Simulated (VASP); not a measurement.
Write the native input for VASP 6.6.1 that does the following.

- Task: single point
- Functional: PBEsol
- Potentials or basis: VASP PAW PBE potentials, release 64 (Ti_sv)
- Cutoff: 520 eV
- k mesh: 12 × 12 × 14
- Occupations: gaussian, width 0.15 eV
- Spin: no spin polarisation
- Dipole correction: no
- Further INCAR settings: ALGO = Fast; EDIFF = 1e-06; NBANDS = 25

The structure of Ti lies in POSCAR:

```
Ti
1.0
    4.5420000000      0.0000000000      0.0000000000
   -2.2710000000      3.9334873840      0.0000000000
    0.0000000000      0.0000000000      2.6640000000
Ti
3
Direct
    0.0000000000      0.0000000000      0.0000000000
    0.3333333333      0.6666666667      0.5000000000
    0.6666666667      0.3333333333      0.5000000000
```

These files were run (other wordings do the same):

INCAR

```
PREC = Accurate ; ENCUT = 520
EDIFF = 1E-6 ; ISMEAR = 0
SIGMA = 0.15 ; LREAL = False
LASPH = True ; NELM = 80
ALGO = Fast ; ISIF = 2
LWAVE = False ; LCHARG = False
GGA = PS ; NBANDS = 25
```

KPOINTS

```
regular mesh
0
Gamma
  12 12 14
```

Potentials or basis: VASP PAW PBE potentials, release 64 (Ti_sv).

Run with:

```console
$ cat potpaw_PBE.64/Ti_sv/POTCAR > POTCAR
$ mpirun -np 1 vasp_std > vasp.out
```

Results of the run:

```yaml
Pressure: 4.8 GPa
Band_gap_on_the_k_mesh: zero (band 18 reaches 9.07 eV, above the bottom of band 19 at 8.75 eV)
```

Caveat: the PAW data sets were made with another functional, which shifts forces and pressure a little.

It took 5.7 min on 1 thread of Intel(R) Xeon(R) Platinum 8488C (Sapphire Rapids) (shared host), peak memory 0.26 GiB.
